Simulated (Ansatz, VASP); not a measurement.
**One calculation of InP, two programs**

Contents of INCAR:

```
PREC     = Accurate       # precision mode
ENCUT    = 520            # plane-wave cutoff, eV
EDIFF    = 1E-6           # SCF threshold, eV
ISMEAR   = -1             # smearing method
SIGMA    = 0.02           # smearing width, eV
LREAL    = F              # projectors in reciprocal space
LASPH    = T              # aspherical terms in the spheres
NELM     = 100            # most SCF steps
ALGO     = Normal         # electronic algorithm
ISIF     = 2              # what is computed and relaxed
LWAVE    = F              # write WAVECAR
LCHARG   = F              # write CHGCAR
GGA      = PE             # functional
NBANDS   = 16             # bands
```

Contents of KPOINTS:

```
Automatic mesh
0
Gamma
  8 8 8
```

File POSCAR:

```
InP
1.0
    0.0000000000      2.9538132889      2.9538132889
    2.9538132889      0.0000000000      2.9538132889
    2.9538132889      2.9538132889      0.0000000000
In P
1 1
Direct
    0.0000000000      0.0000000000      0.0000000000
    0.2500000000      0.2500000000      0.2500000000
```

Input for Ansatz:

```yaml
crystal:
  lattice:
    - [0.0, 2.9538132889, 2.9538132889]
    - [2.9538132889, 0.0, 2.9538132889]
    - [2.9538132889, 2.9538132889, 0.0]
  atoms:
    - { symbol: In, position: [0.0, 0.0, 0.0] }
    - { symbol: P, position: [0.25, 0.25, 0.25] }
kpoints:
  mp_grid: { grid: [8, 8, 8] }
  band_path:
    path:
      - [[0.0, 0.0, 0.0], [-0.5, -0.5, -1.863016127757e-33], [-0.375, -0.375, 0.25]]
      - [[-0.375, 1.43767603036e-17, 0.375], [0.0, 0.0, 0.0], [-1.397515743807e-17, -1.397515743807e-17, 0.5], [-0.5, -0.25, 0.25], [-0.5, -0.5, -1.863016127757e-33]]
    npoints: 10
hamiltonian:
  xc: pbe
scf:
  occupations: { method: fermi_dirac, width: 0.02 }
  n_extra_bands: 4
output:
  forces: true
  stress: true
  eigenvalues: true
```

Alike in both runs: task single point; functional PBE; k mesh 8 × 8 × 8; occupations fermi-dirac, width 0.02 eV; no spin polarisation.

|  | VASP | Ansatz |
| --- | --- | --- |
| version | VASP 6.6.1 | Ansatz 0.2.0 |
| potentials or method | VASP PAW PBE potentials, release 64 (In_d, P) | plane waves, PAW |
| plane-wave cutoff (eV) | 520 | 420 |
| valence electrons in the cell | 18 | 18 |

```csv
,VASP,Ansatz,Ansatz less VASP
pressure (GPa),1.6,1.6,+0.06
```

The functional is the same, so the differences come from potentials, cutoffs and numerics.
